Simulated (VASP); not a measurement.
MgO, 2 atoms in the cell. Symmetry: Fm-3m, No. 225, cubic system. The conventional cell has a = 4.107 Å, b = 4.107 Å, c = 4.107 Å, α = 90.00°, β = 90.00°, γ = 90.00°. Within 2.7 Å of Mg (site symmetry m-3m) lie 6 O at 2.05 Å. Within 2.7 Å of O (site symmetry m-3m) lie 6 Mg at 2.05 Å. 

```yaml
Program: VASP 6.6.1
Task: relaxation of cell and atoms
Functional: LDA
Potentials_or_basis: VASP PAW LDA potentials, release 64 (Mg, O)
Cutoff: 600 eV
k_mesh: 10 × 10 × 10
Occupations: gaussian, width 0.01 eV
Spin: no spin polarisation
Target_pressure: 18 GPa
Dipole_correction: no
Further_INCAR_settings: ALGO = Normal; EDIFF = 1e-07; IBRION = 2; EDIFFG = -0.001; NSW = 80; ISIF = 3
```

Potentials or basis: VASP PAW LDA potentials, release 64 (Mg, O).

The run is started by

```console
$ cat potpaw_LDA.64/Mg/POTCAR potpaw_LDA.64/O/POTCAR > POTCAR
$ mpirun -np 1 vasp_std > vasp.out
```

Hardware: 1 thread of Intel Xeon 8259CL, on a shared host.

How long does it take, and how much memory?

Wall time 50 s on 1 thread of Intel Xeon 8259CL (shared host), peak memory 0.14 GiB. Counts: scf iterations 40, k points 47, ion steps 6.
